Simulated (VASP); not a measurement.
# HgTe (Fm-3m) in VASP: notebook

Aim: see how the results for HgTe move with the level of theory and the settings. Levels: PBE, PBE+D3(BJ). Tasks: single point.

Everything below comes from runs of VASP 6.6.1. Logs are shortened: lines on timing, memory, paths and dates and some standing lists are left out, and cuts for length are marked.

### Step 1. The cell of the first run

It takes space group Fm-3m (No. 225, cubic). The conventional cell has a = 6.154 Å, b = 6.154 Å, c = 6.154 Å, α = 90.00°, β = 90.00°, γ = 90.00°. Hg (site symmetry m-3m) has 6 Te at 3.08 Å within 4.1 Å. Te (site symmetry m-3m) has 6 Hg at 3.08 Å within 4.1 Å.

### Step 2. Single point, PBE

File INCAR:

```
SYSTEM = HgTe
ALGO = Normal
EDIFF = 1E-6
ENCUT = 520
GGA = PE
ISIF = 2
ISMEAR = 1
LASPH = .True.
LCHARG = .True.
LELF = .True.
LREAL = .False.
LVHAR = .True.
LWAVE = .False.
NBANDS = 16
NELECT = 17.9
NELM = 80
PREC = Accurate
SIGMA = 0.49
```

File KPOINTS:

```
k-points
0
Gamma
  4 4 4
  0 0 0
```

File POSCAR:

```
HgTe
1.0
    0.0000000000      3.0771170000      3.0771170000
    3.0771170000      0.0000000000      3.0771170000
    3.0771170000      3.0771170000      0.0000000000
Hg Te
1 1
Direct
    0.0000000000      0.0000000000      0.0000000000
    0.5000000000      0.5000000000      0.5000000000
```

Potentials or basis: VASP PAW PBE potentials, release 64 (Hg, Te).

Run with:

```sh
$ cat potpaw_PBE.64/Hg/POTCAR potpaw_PBE.64/Te/POTCAR > POTCAR
$ mpirun -np 1 vasp_std > vasp.out
```

OUTCAR:

```text
SYSTEM = HgTe
   EDIFF = 1E-6
   ENCUT = 520
   GGA = PE
   ISIF = 2
   ISMEAR = 1
   LASPH = .True.
   LREAL = .False.
   NELECT = 17.9
   NELM = 80
   PREC = Accurate

 ion  position               nearest neighbor table
   1  0.000  0.000  0.000-   2 3.08   2 3.08   2 3.08   2 3.08   2 3.08   2 3.08
   2  0.500  0.500  0.500-   1 3.08   1 3.08   1 3.08   1 3.08   1 3.08   1 3.08

  LATTYP: Found a face centered cubic cell.
 ALAT       =     6.1542340000

  Lattice vectors:

 A1 = (   0.0000000000,   3.0771170000,   3.0771170000)
 A2 = (   3.0771170000,   0.0000000000,   3.0771170000)
 A3 = (   3.0771170000,   3.0771170000,   0.0000000000)

Analysis of symmetry for initial positions (statically):
=====================================================================
 Subroutine PRICEL returns:
 Original cell was already a primitive cell.

 Routine SETGRP: Setting up the symmetry group for a
 face centered cubic supercell.

 Subroutine GETGRP returns: Found 48 space group operations
 (whereof 48 operations were pure point group operations)
 out of a pool of 48 trial point group operations.

The static configuration has the point symmetry O_h .

Analysis of symmetry for dynamics (positions and initial velocities):
=====================================================================
 Subroutine PRICEL returns:
 Original cell was already a primitive cell.

 Routine SETGRP: Setting up the symmetry group for a
 face centered cubic supercell.

 Subroutine GETGRP returns: Found 48 space group operations
 (whereof 48 operations were pure point group operations)
 out of a pool of 48 trial point group operations.

The dynamic configuration has the point symmetry O_h .

 Subroutine INISYM returns: Found 48 space group operations
 (whereof 48 operations are pure point group operations),
 and found     1 'primitive' translations

----------------------------------------------------------------------------------------

                                     Primitive cell

  volume of cell :      58.2723

  direct lattice vectors                    reciprocal lattice vectors
     0.000000000  3.077117000  3.077117000    -0.162489759  0.162489759  0.162489759
     3.077117000  0.000000000  3.077117000     0.162489759 -0.162489759  0.162489759
     3.077117000  3.077117000  0.000000000     0.162489759  0.162489759 -0.162489759

  length of vectors
     4.351700594  4.351700594  4.351700594     0.281440518  0.281440518  0.281440518

  position of ions in fractional coordinates (direct lattice)
     0.000000000  0.000000000  0.000000000
     0.500000000  0.500000000  0.500000000

  ion indices of the primitive-cell ions
   primitive index   ion index
                 1           1
                 2           2

----------------------------------------------------------------------------------------

 KPOINTS: k-points

Automatic generation of k-mesh.
 Grid dimensions read from file:
 generate k-points for:    4    4    4

 Generating k-lattice:

  Cartesian coordinates                     Fractional coordinates (reciprocal lattice)
    -0.040622440  0.040622440  0.040622440     0.250000000  0.000000000  0.000000000
     0.040622440 -0.040622440  0.040622440     0.000000000  0.250000000  0.000000000
     0.040622440  0.040622440 -0.040622440     0.000000000  0.000000000  0.250000000

  Length of vectors
     0.070360130  0.070360130  0.070360130

  Shift w.r.t. Gamma in fractional coordinates (k-lattice)
     0.000000000  0.000000000  0.000000000

 Subroutine IBZKPT returns following result:
 ===========================================

 Found      8 irreducible k-points:

 Following reciprocal coordinates:
            Coordinates               Weight
  0.000000  0.000000  0.000000      1.000000
  0.250000  0.000000  0.000000      8.000000
  0.500000  0.000000  0.000000      4.000000
  0.250000  0.250000  0.000000      6.000000
  0.500000  0.250000  0.000000     24.000000
 -0.250000  0.250000  0.000000     12.000000
  0.500000  0.500000  0.000000      3.000000
 -0.250000  0.500000  0.250000      6.000000
   k-points           NKPTS =      8   k-points in BZ     NKDIM =      8   number of bands    NBANDS=     16
   number of dos      NEDOS =    301   number of ions     NIONS =      2
   total plane-waves  NPLWV =  32768
   dimension x,y,z NGX =    32 NGY =   32 NGZ =   32
   dimension x,y,z NGXF=    64 NGYF=   64 NGZF=   64
   ions per type =               1   1
   NGX,Y,Z   is equivalent  to a cutoff of  12.22, 12.22, 12.22 a.u.
   NGXF,Y,Z  is equivalent  to a cutoff of  24.45, 24.45, 24.45 a.u.
 SYSTEM =  HgTe
   PREC   = accura    normal or accurate (medium, high low for compatibility)
   ISTART =      0    job   : 0-new  1-cont  2-samecut
   ICHARG =      2    charge: 1-file 2-atom 10-const
   ISPIN  =      1    spin polarized calculation?
   LNONCOLLINEAR =      F non collinear calculations
   LSORBIT =      F    spin-orbit coupling
   LASPH  =      T    aspherical Exc in radial PAW
   ENCUT  =  520.0 eV  38.22 Ry    6.18 a.u.   8.09  8.09  8.09*2*pi/ulx,y,z
   NELM   =     80;   NELMIN=  2; NELMDL= -5     # of ELM steps
   EDIFF  = 0.1E-05   stopping-criterion for ELM
   LREAL  =      F    real-space projection
   EDIFFG = 0.1E-04   stopping-criterion for IOM
   NSW    =      0    number of steps for IOM
   IBRION =     -1    ionic relax: 0-MD 1-quasi-New 2-CG
   NFREE  =      0    steps in history (QN), initial steepest desc. (CG)
   ISIF   =      2    stress and relaxation
   ISYM   =      2    0-nonsym 1-usesym 2-fastsym
   POTIM  = 0.5000    time-step for ionic-motion
   TEBEG  =    0.0;   TEEND  =   0.0 temperature during run
   PSTRESS=    0.0 pullay stress
   NELECT =      17.9000    total number of electrons
   NUPDOWN=      -1.0000    fix difference up-down
   EMIN   =  10.00;   EMAX   =-10.00  energy-range for DOS
   EFERMI =   0.00;   METHOD = LEGACY
   ISMEAR =     1;   SIGMA  =   0.49  broadening in eV -4-tet -1-fermi 0-gaus
   EFERMI_NEDOS =   21; number of points for ismear=-14 and -15
   IALGO  =     38    algorithm
   IMIX   =      4    mixing-type and parameters
     AMIX     =   0.40;   BMIX     =  1.00
     AMIX_MAG =   1.60;   BMIX_MAG =  1.00
  volume/ion in A,a.u.               =      29.14       196.62
  Fermi-wavevector in a.u.,A,eV,Ry     =   1.104600  2.087392 16.601038  1.220142
  Thomas-Fermi vector in A             =   2.241075
   LORBIT       =      0    0 simple, 1 ext, 2 COOP (PROOUT), +10 PAW based schemes
   GGA     = PE    functional components
   LHFCALC =     F    Hartree Fock is set to
   AEXX    =    0.0000 exact exchange contribution
   IVDW    =     0    specifies the selected vdW correction
   LEPSILON=     F    determine dielectric tensor
   LRPA    =     F    only Hartree local field effects (RPA)
 non-spin polarized calculation
 Methfessel and Paxton  Order N= 1 SIGMA  =   0.49
  energy-cutoff  :      520.00
  volume of cell :       58.27
 maximum number of plane-waves:      1588
   NGX = 17   NGY = 17   NGZ = 17

 number of electron      17.8999999 magnetization

 Free energy of the ion-electron system (eV)
  ---------------------------------------------------
  ext. energy  EPLUGINS =         0.00000000
  ---------------------------------------------------
  free energy    TOTEN  =        -3.61067274 eV

  energy without entropy =       -3.56745308  energy(sigma->0) =       -3.59626618

 E-fermi :   4.2806     XC(G=0):  -9.6982

 val. band max:        4.1917198415   @ k =  -0.2500   0.2500   0.0000
 cond. band min:       4.3893226103   @ k =   0.5000   0.0000   0.0000
 fundamental gap:      0.1976027688
 Fermi energy:         4.2805542665

 k-point     1 :       0.0000    0.0000    0.0000
  band No.  band energies     occupation
      1      -7.6942      2.00000
      2      -2.5492      2.00000
      3      -2.5492      2.00000
      4      -2.4927      2.00000
      5      -2.4927      2.00000
      6      -2.4927      2.00000
[... 8 lines left out ...]
     15      11.8298     -0.00000
     16      11.8298     -0.00000

 k-point     2 :       0.2500    0.0000    0.0000
  band No.  band energies     occupation
      1      -7.2139      2.00000
      2      -2.7068      2.00000
      3      -2.7068      2.00000
      4      -2.5733      2.00000
      5      -2.4204      2.00000
      6      -2.4204      2.00000
[... 8 lines left out ...]
     15      12.9543     -0.00000
     16      12.9543     -0.00000

 k-point     3 :       0.5000    0.0000    0.0000
  band No.  band energies     occupation
      1      -6.5430      2.00000
      2      -2.8905      2.00000
      3      -2.8574      2.00000
      4      -2.8574      2.00000
      5      -2.3404      2.00000
      6      -2.3404      2.00000
[... 8 lines left out ...]
     15      15.0075      0.00000
     16      15.0075      0.00000

 k-point     4 :       0.2500    0.2500    0.0000
  band No.  band energies     occupation
      1      -7.1397      2.00000
      2      -2.7722      2.00000
      3      -2.5541      2.00000
      4      -2.5051      2.00000
      5      -2.4093      2.00000
      6      -2.4093      2.00000
[... 8 lines left out ...]
     15      15.1759      0.00000
     16      15.1766      0.00000

 k-point     5 :       0.5000    0.2500    0.0000
  band No.  band energies     occupation
      1      -6.6450      2.00000
      2      -2.6719      2.00000
      3      -2.6175      2.00000
      4      -2.5375      2.00000
      5      -2.3138      2.00000
      6      -2.2694      2.00000
[... 8 lines left out ...]
     15      15.4581      0.00000
     16      15.9199      0.00000

 k-point     6 :      -0.2500    0.2500    0.0000
  band No.  band energies     occupation
      1      -6.7228      2.00000
      2      -2.8145      2.00000
      3      -2.8051      2.00000
      4      -2.5249      2.00000
      5      -2.3765      2.00000
      6      -2.3012      2.00000
[... 8 lines left out ...]
     15      14.5409      0.00000
     16      15.1834      0.00000

 k-point     7 :       0.5000    0.5000    0.0000
  band No.  band energies     occupation
      1      -6.7251      2.00000
      2      -2.6151      2.00000
      3      -2.4603      2.00000
      4      -2.2721      2.00000
      5      -2.2721      2.00000
      6      -1.7273      2.00000
[... 8 lines left out ...]
     15      16.9286      0.00000
     16      16.9289      0.00000

 k-point     8 :      -0.2500    0.5000    0.2500
  band No.  band energies     occupation
      1      -6.5748      2.00000
      2      -2.7372      2.00000
      3      -2.4998      2.00000
      4      -2.4998      2.00000
      5      -2.2721      2.00000
      6      -1.8672      2.00000
[... 8 lines left out ...]
     15      14.6103      0.00000
     16      16.9063      0.00000

------------------------ aborting loop because EDIFF is reached ----------------------------------------

  FORCE on cell =-STRESS in cart. coord.  units (eV):
  Direction    XX          YY          ZZ          XY          YZ          ZX
  --------------------------------------------------------------------------------------
  -------------------------------------------------------------------------------------
  Total       -0.7675715     -0.7675715     -0.7675715     -0.0000000     -0.0000000      0.0000000
  in kB      -21.1041277    -21.1041277    -21.1041277     -0.0000000     -0.0000000      0.0000000
  external PRESSURE =     -21.1041277 kB  Pullay stress =       0.0000000 kB

 VOLUME and BASIS-vectors are now :
 -----------------------------------------------------------------------------
  energy-cutoff  :      520.00
  volume of cell :       58.27
      direct lattice vectors                 reciprocal lattice vectors
     0.000000000  3.077117000  3.077117000    -0.162489759  0.162489759  0.162489759
     3.077117000  0.000000000  3.077117000     0.162489759 -0.162489759  0.162489759
     3.077117000  3.077117000  0.000000000     0.162489759  0.162489759 -0.162489759

 POSITION                                       TOTAL-FORCE (eV/Angst)
 -----------------------------------------------------------------------------------
      0.00000      0.00000      0.00000        -0.000000     -0.000000      0.000000
      3.07712      3.07712      3.07712         0.000000      0.000000     -0.000000
 -----------------------------------------------------------------------------------
    total drift:                                0.000000     -0.000000     -0.000000

  FREE ENERGIE OF THE ION-ELECTRON SYSTEM (eV)
  ---------------------------------------------------
  free  energy   TOTEN  =        -3.6106727361 eV

  energy  without entropy=       -3.5674530792  energy(sigma->0) =       -3.59626618
```

Wall time 8.7 s (1 thread of Intel Xeon Platinum 8259CL at 2.50GHz (Skylake/Cascade Lake), shared host); peak memory 0.17 GiB.

Results:

| Quantity | Value |
| --- | --- |
| Free energy | -3.6107 eV |

Levels at points of the mesh, in eV from the Fermi level:
| k point | band 6 | band 7 | band 8 | band 9 | band 10 | band 11 | band 12 | band 13 |
| --- | --- | --- | --- | --- | --- | --- | --- | --- |
| (0.00, 0.00, 0.00) | -6.77 | -1.22 | -0.79 | -0.79 | -0.79 | 7.49 | 7.49 | 7.49 |
| (0.50, 0.00, 0.00) | -6.62 | -5.58 | 0.11 | 0.11 | 2.55 | 3.39 | 3.85 | 3.85 |
| (0.50, 0.50, 0.00) | -6.01 | -4.21 | -2.88 | -2.29 | -2.29 | 4.77 | 8.86 | 8.86 |

Caveat: the k points lie up to 0.44 Å⁻¹ apart; the cell carries a net charge on a neutralising background, which shifts energy and pressure; the cell is charged against a uniform background, so pressure and absolute levels hang on convention; spin-orbit coupling is left out, which moves the levels of the heavy elements.

### Step 3. Single point, PBE

File INCAR:

```
SYSTEM = HgTe
PREC = Accurate
ENCUT = 520
EDIFF = 1E-6
ISMEAR = -4
SIGMA = 0.1
LREAL = .FALSE.
LASPH = .TRUE.
NELM = 100
ALGO = Normal
ISIF = 2
LWAVE = .FALSE.
LCHARG = .FALSE.
GGA = PE
NBANDS = 16
```

File KPOINTS:

```
regular mesh
0
G
  4 4 4
  0 0 0
```

POSCAR is that of step 2.

Potentials or basis: VASP PAW PBE potentials, release 64 (Hg, Te).

Run with:

```sh
$ cat potpaw_PBE.64/Hg/POTCAR potpaw_PBE.64/Te/POTCAR > POTCAR
$ mpirun -np 1 vasp_std > vasp.out
```

Wall time 8.7 s (1 thread of Intel Xeon Platinum 8259CL at 2.50GHz (Skylake/Cascade Lake), shared host); peak memory 0.17 GiB.

Results (log left out):

| Item | Value |
| --- | --- |
| Free energy | -2.9893 eV |
| Pressure | 1.9 GPa |
| Band gap on the k mesh | zero (band 9 reaches 4.42 eV, above the bottom of band 10 at 2.00 eV) |

Levels at points of the mesh, in eV from the Fermi level:
```
           k point  band 6  band 7  band 8  band 9  band 10  band 11  band 12  band 13
(0.00, 0.00, 0.00)   -6.51   -0.96   -0.50   -0.50    -0.50     7.73     7.73     7.73
(0.50, 0.00, 0.00)   -6.36   -5.32    0.40    0.40     2.78     3.65     4.08     4.08
(0.50, 0.50, 0.00)   -5.73   -3.95   -2.64   -2.02    -2.02     4.99     9.11     9.11
```

Caveat: the k points lie up to 0.44 Å⁻¹ apart; spin-orbit coupling is left out, which moves the levels of the heavy elements.

[end of part 1 of 2]
